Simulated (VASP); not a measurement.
# Au in VASP: notebook

Runs on Au. Level: PBEsol. Tasks: single point.

Program: VASP 6.6.1. These are calculated values, not measurements. Logs are shortened: lines on timing, memory, paths and dates and some standing lists are left out, and cuts for length are marked.

### Step 1. The cell of the first run

It takes space group Im-3m (No. 229, cubic). Conventional cell: a = 3.323 Å, b = 3.323 Å, c = 3.323 Å, α = 90.00°, β = 90.00°, γ = 90.00°. Within 3.8 Å of Au (site symmetry m-3m) lie 14 Au at 2.88 to 3.32 Å.

### Step 2. Single point, PBEsol (strain +0.025 along x and y, +0.025 along z)

File INCAR:

```
SYSTEM = Au
ALGO = Normal
EDIFF = 1E-6
ENCUT = 520
GGA = PS
ISIF = 2
ISMEAR = 0
LASPH = .TRUE.
LCHARG = .TRUE.
LELF = .TRUE.
LREAL = .FALSE.
LVHAR = .TRUE.
LWAVE = .FALSE.
NBANDS = 12
NELM = 100
PREC = Accurate
SIGMA = 0.15
```

File KPOINTS:

```
k-points
0
G
  26 26 26
  0 0 0
```

File POSCAR:

```
Au
1.0
   -1.6616002293      1.6616002293      1.6616002293
    1.6616002293     -1.6616002293      1.6616002293
    1.6616002293      1.6616002293     -1.6616002293
Au
1
Direct
    0.0000000000      0.0000000000      0.0000000000
```

Potentials or basis: VASP PAW PBE potentials, release 64 (Au).

Command:

```console
> cat potpaw_PBE.64/Au/POTCAR > POTCAR
> mpirun -np 1 vasp_std > vasp.out
```

OUTCAR:

```text
SYSTEM = Au
   EDIFF = 1E-6
   ENCUT = 520
   GGA = PS
   ISIF = 2
   ISMEAR = 0
   LASPH = .TRUE.
   LREAL = .FALSE.
   NELM = 100
   PREC = Accurate

 ion  position               nearest neighbor table
   1  0.000  0.000  0.000-

  LATTYP: Found a body centered cubic cell.
 ALAT       =     3.3232004586

  Lattice vectors:

 A1 = (  -1.6616002293,   1.6616002293,   1.6616002293)
 A2 = (   1.6616002293,  -1.6616002293,   1.6616002293)
 A3 = (   1.6616002293,   1.6616002293,  -1.6616002293)

Analysis of symmetry for initial positions (statically):
=====================================================================
 Subroutine PRICEL returns:
 Original cell was already a primitive cell.

 Routine SETGRP: Setting up the symmetry group for a
 body centered cubic supercell.

 Subroutine GETGRP returns: Found 48 space group operations
 (whereof 48 operations were pure point group operations)
 out of a pool of 48 trial point group operations.

The static configuration has the point symmetry O_h .

Analysis of symmetry for dynamics (positions and initial velocities):
=====================================================================
 Subroutine PRICEL returns:
 Original cell was already a primitive cell.

 Routine SETGRP: Setting up the symmetry group for a
 body centered cubic supercell.

 Subroutine GETGRP returns: Found 48 space group operations
 (whereof 48 operations were pure point group operations)
 out of a pool of 48 trial point group operations.

The dynamic configuration has the point symmetry O_h .

 Subroutine INISYM returns: Found 48 space group operations
 (whereof 48 operations are pure point group operations),
 and found     1 'primitive' translations

----------------------------------------------------------------------------------------

                                     Primitive cell

  volume of cell :      18.3502

  direct lattice vectors                    reciprocal lattice vectors
    -1.661600229  1.661600229  1.661600229     0.000000000  0.300914739  0.300914739
     1.661600229 -1.661600229  1.661600229     0.300914739  0.000000000  0.300914739
     1.661600229  1.661600229 -1.661600229     0.300914739  0.300914739  0.000000000

  length of vectors
     2.877976019  2.877976019  2.877976019     0.425557706  0.425557706  0.425557706

  position of ions in fractional coordinates (direct lattice)
     0.000000000  0.000000000  0.000000000

  ion indices of the primitive-cell ions
   primitive index   ion index
                 1           1

----------------------------------------------------------------------------------------

 KPOINTS: k-points

Automatic generation of k-mesh.
 Grid dimensions read from file:
 generate k-points for:   26   26   26

 Generating k-lattice:

  Cartesian coordinates                     Fractional coordinates (reciprocal lattice)
     0.000000000  0.011573644  0.011573644     0.038461538  0.000000000  0.000000000
     0.011573644  0.000000000  0.011573644     0.000000000  0.038461538  0.000000000
     0.011573644  0.011573644  0.000000000     0.000000000  0.000000000  0.038461538

  Length of vectors
     0.016367604  0.016367604  0.016367604

  Shift w.r.t. Gamma in fractional coordinates (k-lattice)
     0.000000000  0.000000000  0.000000000

 Subroutine IBZKPT returns following result:
 ===========================================

 Found    511 irreducible k-points:

 Following reciprocal coordinates:
            Coordinates               Weight
  0.000000  0.000000  0.000000      1.000000
  0.038462  0.000000  0.000000     12.000000
  0.076923  0.000000  0.000000     12.000000
  0.115385  0.000000  0.000000     12.000000
  0.153846  0.000000  0.000000     12.000000
  0.192308  0.000000  0.000000     12.000000
[... 16 lines left out ...]
  0.346154  0.038462  0.000000     48.000000
  0.384615  0.038462  0.000000     48.000000
 [... further k-points ...]
   k-points           NKPTS =    511   k-points in BZ     NKDIM =    511   number of bands    NBANDS=     12
   number of dos      NEDOS =    301   number of ions     NIONS =      1
   total plane-waves  NPLWV =  13824
   dimension x,y,z NGX =    24 NGY =   24 NGZ =   24
   dimension x,y,z NGXF=    48 NGYF=   48 NGZF=   48
   ions per type =               1
   NGX,Y,Z   is equivalent  to a cutoff of  13.86, 13.86, 13.86 a.u.
   NGXF,Y,Z  is equivalent  to a cutoff of  27.73, 27.73, 27.73 a.u.
 SYSTEM =  Au
   PREC   = accura    normal or accurate (medium, high low for compatibility)
   ISTART =      0    job   : 0-new  1-cont  2-samecut
   ICHARG =      2    charge: 1-file 2-atom 10-const
   ISPIN  =      1    spin polarized calculation?
   LNONCOLLINEAR =      F non collinear calculations
   LSORBIT =      F    spin-orbit coupling
   LASPH  =      T    aspherical Exc in radial PAW
   ENCUT  =  520.0 eV  38.22 Ry    6.18 a.u.   5.35  5.35  5.35*2*pi/ulx,y,z
   NELM   =    100;   NELMIN=  2; NELMDL= -5     # of ELM steps
   EDIFF  = 0.1E-05   stopping-criterion for ELM
   LREAL  =      F    real-space projection
   EDIFFG = 0.1E-04   stopping-criterion for IOM
   NSW    =      0    number of steps for IOM
   IBRION =     -1    ionic relax: 0-MD 1-quasi-New 2-CG
   NFREE  =      0    steps in history (QN), initial steepest desc. (CG)
   ISIF   =      2    stress and relaxation
   ISYM   =      2    0-nonsym 1-usesym 2-fastsym
   POTIM  = 0.5000    time-step for ionic-motion
   TEBEG  =    0.0;   TEEND  =   0.0 temperature during run
   PSTRESS=    0.0 pullay stress
   NELECT =      11.0000    total number of electrons
   NUPDOWN=      -1.0000    fix difference up-down
   EMIN   =  10.00;   EMAX   =-10.00  energy-range for DOS
   EFERMI =   0.00;   METHOD = LEGACY
   ISMEAR =     0;   SIGMA  =   0.15  broadening in eV -4-tet -1-fermi 0-gaus
   EFERMI_NEDOS =   21; number of points for ismear=-14 and -15
   IALGO  =     38    algorithm
   IMIX   =      4    mixing-type and parameters
     AMIX     =   0.40;   BMIX     =  1.00
     AMIX_MAG =   1.60;   BMIX_MAG =  1.00
  volume/ion in A,a.u.               =      18.35       123.83
  Fermi-wavevector in a.u.,A,eV,Ry     =   1.380360  2.608503 25.924474  1.905395
  Thomas-Fermi vector in A             =   2.505245
   LORBIT       =      0    0 simple, 1 ext, 2 COOP (PROOUT), +10 PAW based schemes
   GGA     = PS    functional components
   LHFCALC =     F    Hartree Fock is set to
   AEXX    =    0.0000 exact exchange contribution
   IVDW    =     0    specifies the selected vdW correction
   LEPSILON=     F    determine dielectric tensor
   LRPA    =     F    only Hartree local field effects (RPA)
 non-spin polarized calculation
 Gauss-broadening in eV      SIGMA  =   0.15
  energy-cutoff  :      520.00
  volume of cell :       18.35
 maximum number of plane-waves:       531
 NGX is ok and might be reduce to    24
   NGX = 11   NGY = 11   NGZ = 11

 number of electron      10.9999998 magnetization

 Free energy of the ion-electron system (eV)
  ---------------------------------------------------
  ext. energy  EPLUGINS =         0.00000000
  ---------------------------------------------------
  free energy    TOTEN  =        -3.85867483 eV

  energy without entropy =       -3.85583635  energy(sigma->0) =       -3.85725559

 E-fermi :   8.0938     XC(G=0): -12.4525

 val. band max:        8.0860240233   @ k =  -0.4231   0.4231   0.1538
 cond. band min:       8.0987335557   @ k =   0.4231   0.0769   0.0000
 fundamental gap:      0.0127095324
 Fermi energy:         8.0938417692

 k-point     1 :       0.0000    0.0000    0.0000
  band No.  band energies     occupation
      1      -1.0576      2.00000
      2       3.6265      2.00000
      3       3.6265      2.00000
      4       3.6265      2.00000
      5       5.3587      2.00000
      6       5.3587      2.00000
      7      24.5588      0.00000
      8      24.5588      0.00000
      9      24.5588      0.00000
     10      31.0750      0.00000
     11      31.0750      0.00000
     12      31.0750      0.00000

 k-point     2 :       0.0385    0.0000    0.0000
  band No.  band energies     occupation
      1      -1.0063      2.00000
      2       3.6109      2.00000
      3       3.6282      2.00000
      4       3.6614      2.00000
      5       5.3397      2.00000
      6       5.3599      2.00000
      7      24.5431      0.00000
      8      24.5713      0.00000
      9      24.6211      0.00000
     10      30.3607      0.00000
     11      30.4072      0.00000
     12      30.8773      0.00000

 k-point     3 :       0.0769    0.0000    0.0000
  band No.  band energies     occupation
      1      -0.8538      2.00000
      2       3.5653      2.00000
      3       3.6326      2.00000
      4       3.7649      2.00000
      5       5.2876      2.00000
      6       5.3633      2.00000
      7      24.4479      0.00000
      8      24.5838      0.00000
      9      24.8053      0.00000
     10      29.2251      0.00000
     11      29.4163      0.00000
     12      30.3230      0.00000

 k-point     4 :       0.1154    0.0000    0.0000
  band No.  band energies     occupation
      1      -0.6056      2.00000
      2       3.4933      2.00000
      3       3.6378      2.00000
      4       3.9344      2.00000
      5       5.2162      2.00000
      6       5.3693      2.00000
      7      24.1054      0.00000
      8      24.5165      0.00000
      9      25.1035      0.00000
     10      28.1331      0.00000
     11      28.7018      0.00000
     12      29.5015      0.00000

 k-point     5 :       0.1538    0.0000    0.0000
  band No.  band energies     occupation
      1      -0.2730      2.00000
      2       3.4000      2.00000
      3       3.6447      2.00000
      4       4.1651      2.00000
      5       5.1448      2.00000
      6       5.3787      2.00000
      7      23.2828      0.00000
      8      24.2588      0.00000
      9      25.5025      0.00000
     10      27.4860      0.00000
     11      28.3723      0.00000
     12      28.5086      0.00000
[... 228 lines left out ...]
      1       1.1449      2.00000
      2       3.0104      2.00000
      3       3.9777      2.00000
      4       5.0855      2.00000
      5       5.3934      2.00000
      6       5.4616      2.00000
      7      18.0591      0.00000
      8      22.1518      0.00000
      9      24.3122      0.00000
     10      27.3306      0.00000
     11      28.1778      0.00000
     12      30.0634      0.00000

 k-point    22 :       0.3077    0.0385    0.0000
  band No.  band energies     occupation
      1       1.3773      2.00000
      2       2.9061      2.00000
      3       4.3855      2.00000
      4       5.1527      2.00000
      5       5.4830      2.00000
      6       5.7980      2.00000
      7      16.4643      0.00000
      8      21.5897      0.00000
      9      23.4413      0.00000
     10      27.8655      0.00000
     11      28.3662      0.00000
     12      30.8804      0.00000

 k-point    23 :       0.3462    0.0385    0.0000
  band No.  band energies     occupation
      1       1.4873      2.00000
      2       2.8162      2.00000
      3       4.8668      2.00000
      4       5.2978      2.00000
      5       5.5477      2.00000
      6       6.2044      2.00000
      7      14.9287      0.00000
      8      21.1144      0.00000
      9      22.6567      0.00000
     10      28.3117      0.00000
     11      28.6250      0.00000
     12      31.3486      0.00000

 k-point    24 :       0.3846    0.0385    0.0000
  band No.  band energies     occupation
      1       1.5196      2.00000
      2       2.7451      2.00000
      3       5.1013      2.00000
      4       5.4451      2.00000
      5       5.9023      2.00000
      6       6.6604      2.00000
      7      13.4923      0.00000
      8      20.7440      0.00000
      9      22.0138      0.00000
     10      28.6198      0.00000
     11      28.9347      0.00000
     12      31.1434      0.00000

 [... further k-points ...]

------------------------ aborting loop because EDIFF is reached ----------------------------------------

  FORCE on cell =-STRESS in cart. coord.  units (eV):
  Direction    XX          YY          ZZ          XY          YZ          ZX
  --------------------------------------------------------------------------------------
  -------------------------------------------------------------------------------------
  Total       -1.1934894     -1.1934894     -1.1934894      0.0000000     -0.0000000      0.0000000
  in kB     -104.2052287   -104.2052287   -104.2052287      0.0000000     -0.0000000      0.0000000
  external PRESSURE =    -104.2052287 kB  Pullay stress =       0.0000000 kB

 VOLUME and BASIS-vectors are now :
 -----------------------------------------------------------------------------
  energy-cutoff  :      520.00
  volume of cell :       18.35
      direct lattice vectors                 reciprocal lattice vectors
    -1.661600229  1.661600229  1.661600229     0.000000000  0.300914739  0.300914739
     1.661600229 -1.661600229  1.661600229     0.300914739  0.000000000  0.300914739
     1.661600229  1.661600229 -1.661600229     0.300914739  0.300914739  0.000000000

 POSITION                                       TOTAL-FORCE (eV/Angst)
 -----------------------------------------------------------------------------------
      0.00000      0.00000      0.00000        -0.000000      0.000000     -0.000000
 -----------------------------------------------------------------------------------
    total drift:                                0.000000      0.000000     -0.000000

  FREE ENERGIE OF THE ION-ELECTRON SYSTEM (eV)
  ---------------------------------------------------
  free  energy   TOTEN  =        -3.8586748260 eV

  energy  without entropy=       -3.8558363453  energy(sigma->0) =       -3.85725559
```

It took 72 s on 1 thread of Intel Xeon 6975P-C, shared host; peak memory 0.24 GiB.

What came out:

- Free energy: -3.8587 eV
- Pressure: -10.4 GPa

Caveat: the cell differs from its parent crystal (strain +0.025 along x and y, +0.025 along z); the PAW data sets were made with another functional, which shifts forces and pressure a little; spin-orbit coupling is left out, which moves the levels of the heavy elements.

### Step 3. Single point, PBEsol (strain +0.050 along x and y, +0.050 along z)

File INCAR:

```
ALGO = Fast
EDIFF = 1E-6
ENCUT = 520
GGA = PS
ISIF = 2
ISMEAR = 0
LASPH = True
LCHARG = False
LREAL = False
LWAVE = False
NBANDS = 12
NELM = 60
PREC = Accurate
SIGMA = 0.15
```

File KPOINTS:

```
k-points
0
Gamma
  26 26 26
```

File POSCAR:

```
Au
1.0
   -1.7021270641      1.7021270641      1.7021270641
    1.7021270641     -1.7021270641      1.7021270641
    1.7021270641      1.7021270641     -1.7021270641
Au
1
Direct
    0.0000000000      0.0000000000      0.0000000000
```

Potentials or basis: VASP PAW PBE potentials, release 64 (Au).

Command:

```console
> cat potpaw_PBE.64/Au/POTCAR > POTCAR
> mpirun -np 1 vasp_std > vasp.out
```

OUTCAR:

```text
EDIFF = 1E-6
   ENCUT = 520
   GGA = PS
   ISIF = 2
   ISMEAR = 0
   LASPH = True
   LREAL = False
   NELM = 60
   PREC = Accurate

 ion  position               nearest neighbor table
   1  0.000  0.000  0.000-

  LATTYP: Found a body centered cubic cell.
 ALAT       =     3.4042541282

  Lattice vectors:

 A1 = (  -1.7021270641,   1.7021270641,   1.7021270641)
 A2 = (   1.7021270641,  -1.7021270641,   1.7021270641)
[... 540 lines left out ...]
     11      27.0483      0.00000
     12      29.5619      0.00000

 [... further k-points ...]

------------------------ aborting loop because EDIFF is reached ----------------------------------------

  FORCE on cell =-STRESS in cart. coord.  units (eV):
  Direction    XX          YY          ZZ          XY          YZ          ZX
  --------------------------------------------------------------------------------------
  -------------------------------------------------------------------------------------
  Total       -2.0257227     -2.0257227     -2.0257227      0.0000000      0.0000000     -0.0000000
  in kB     -164.5336235   -164.5336235   -164.5336235      0.0000000      0.0000000     -0.0000000
  external PRESSURE =    -164.5336235 kB  Pullay stress =       0.0000000 kB

 VOLUME and BASIS-vectors are now :
 -----------------------------------------------------------------------------
  energy-cutoff  :      520.00
  volume of cell :       19.73
      direct lattice vectors                 reciprocal lattice vectors
    -1.702127064  1.702127064  1.702127064     0.000000000  0.293750103  0.293750103
     1.702127064 -1.702127064  1.702127064     0.293750103  0.000000000  0.293750103
     1.702127064  1.702127064 -1.702127064     0.293750103  0.293750103  0.000000000

 POSITION                                       TOTAL-FORCE (eV/Angst)
 -----------------------------------------------------------------------------------
      0.00000      0.00000      0.00000        -0.000000     -0.000000      0.000000
 -----------------------------------------------------------------------------------
    total drift:                                0.000000      0.000000     -0.000000

  FREE ENERGIE OF THE ION-ELECTRON SYSTEM (eV)
  ---------------------------------------------------
  free  energy   TOTEN  =        -3.7415447254 eV

  energy  without entropy=       -3.7376946079  energy(sigma->0) =       -3.73961967
```

OSZICAR:

```text
N       E                     dE             d eps       ncg     rms          rms(c)
DAV:   1     0.478025252911E+02    0.47803E+02   -0.54649E+03 12840   0.800E+02
DAV:   2    -0.336774671232E+01   -0.51170E+02   -0.48011E+02 14344   0.179E+02
DAV:   3    -0.407166624180E+01   -0.70392E+00   -0.70318E+00 14568   0.203E+01
DAV:   4    -0.407413255090E+01   -0.24663E-02   -0.24662E-02 13856   0.140E+00
DAV:   5    -0.407415271204E+01   -0.20161E-04   -0.20161E-04 14332   0.122E-01    0.604E+00
RMM:   6    -0.375537013051E+01    0.31878E+00   -0.44053E-01 12282   0.536E+00    0.404E+00
RMM:   7    -0.374370152031E+01    0.11669E-01   -0.26027E-02 12981   0.151E+00    0.242E+00
RMM:   8    -0.374165413356E+01    0.20474E-02   -0.24180E-03 13472   0.420E-01    0.407E-01
RMM:   9    -0.374154175585E+01    0.11238E-03   -0.49785E-04 13983   0.183E-01    0.828E-02
RMM:  10    -0.374154576993E+01   -0.40141E-05   -0.60198E-05 14070   0.585E-02    0.470E-02
RMM:  11    -0.374154468040E+01    0.10895E-05   -0.89111E-06 13686   0.225E-02    0.112E-02
RMM:  12    -0.374154472535E+01   -0.44958E-07   -0.13570E-06 10726   0.806E-03
   1 F= -.37415447E+01 E0= -.37396197E+01  d E =-.385012E-02
```

It took 62 s on 1 thread of Intel Xeon 6975P-C, shared host; peak memory 0.24 GiB.

What came out:

```yaml
Free_energy: -3.7415 eV
Pressure: -16.5 GPa
```

Levels at points of the mesh, in eV from the Fermi level:
```
           k point  band 1  band 2  band 3  band 4  band 5  band 6  band 7  band 8  band 9  band 10
(0.00, 0.00, 0.00)   -8.48   -4.14   -4.14   -4.14   -2.60   -2.60   16.37   16.37   16.37    21.72
(0.50, 0.00, 0.00)   -6.05   -4.99   -2.73   -2.46   -1.42   -0.10    2.75   12.17   12.84    19.71
(0.50, 0.50, 0.50)   -5.64   -5.64   -1.71   -1.71   -1.71    6.08    6.08    6.08    8.02    14.47
```

Caveat: the cell differs from its parent crystal (strain +0.050 along x and y, +0.050 along z); the PAW data sets were made with another functional, which shifts forces and pressure a little; spin-orbit coupling is left out, which moves the levels of the heavy elements.

[end of part 1 of 2]
